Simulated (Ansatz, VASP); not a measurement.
IrRu2: VASP beside Ansatz

File INCAR:

```
SYSTEM = IrRu2
PREC = Accurate
ENCUT = 600
EDIFF = 1E-7
ISMEAR = 0
SIGMA = 0.1
LREAL = .False.
LASPH = .True.
NELM = 80
ALGO = Normal
ISIF = 3
LWAVE = .False.
LCHARG = .False.
GGA = PE
IBRION = 2
NSW = 90
EDIFFG = -0.04
```

KPOINTS

```
regular mesh
0
Gamma
  6 6 2
  0 0 0
```

POSCAR

```
IrRu2
1.0
    2.6817191400      0.0000000000      0.0000000000
   -1.3408595700      2.3224369000      0.0000000000
    0.0000000000      0.0000000000     13.1523220500
Ru Ir
4 2
Direct
    0.3333333300      0.6666666700      0.0833333300
    0.3333333300      0.6666666700      0.4166666700
    0.6666666700      0.3333333300      0.5833333300
    0.6666666700      0.3333333300      0.9166666700
    0.3333333300      0.6666666700      0.7500000000
    0.6666666700      0.3333333300      0.2500000000
```

Input for Ansatz:

```yaml
crystal:
  lattice:
    - [2.68171914, 0.0, 0.0]
    - [-1.34085957, 2.3224369, 0.0]
    - [0.0, 0.0, 13.15232205]
  atoms:
    - { symbol: Ru, position: [0.33333333, 0.66666667, 0.08333333] }
    - { symbol: Ru, position: [0.33333333, 0.66666667, 0.41666667] }
    - { symbol: Ru, position: [0.66666667, 0.33333333, 0.58333333] }
    - { symbol: Ru, position: [0.66666667, 0.33333333, 0.91666667] }
    - { symbol: Ir, position: [0.33333333, 0.66666667, 0.75] }
    - { symbol: Ir, position: [0.66666667, 0.33333333, 0.25] }
basis:
  ecutwfc: 420
kpoints:
  mp_grid: { grid: [6, 6, 2] }
hamiltonian:
  xc: pbe
scf:
  occupations: { method: gaussian, width: 0.1 }
  lower_state_search: "off"
output:
  forces: true
  stress: true
  eigenvalues: true
relax:
  adjacent_minimum: "off"
  f_tol: 0.04
  max_steps: 70
  cell: { stress_tol: 0.4 }
```

Alike in both runs: task relaxation of cell and atoms; functional PBE; k mesh 6 × 6 × 2; occupations gaussian, width 0.1 eV; no spin polarisation.

|  | VASP | Ansatz |
| --- | --- | --- |
| version | VASP 6.6.1 | Ansatz 0.2.0 |
| potentials or method | VASP PAW PBE potentials, release 64 (Ru_pv, Ir), cutoff 600 eV | scalar-relativistic, plane waves, PAW |
| valence electrons in the cell | 74 | 98 |

|  | VASP | Ansatz | Ansatz less VASP |
| --- | --- | --- | --- |
| gap on the k mesh at the Fermi level, each at its own relaxed structure (eV) | none | none | - |
| relaxed volume (Å³/atom) | 14.07 | 14.07 | -0.006 |
| relaxed cell length with the largest relative difference (Å) | 12.799 | 12.787 | -0.0119 |

A gap of «none» marks a metal or a gap that the smearing closes. VASP's potentials hold 74 valence electrons a cell and Ansatz's 98, so a difference there can come from the potentials and not from the codes.

The k mesh is coarse, so the values compare programs but aren't converged. Neither program's run includes spin-orbit coupling.
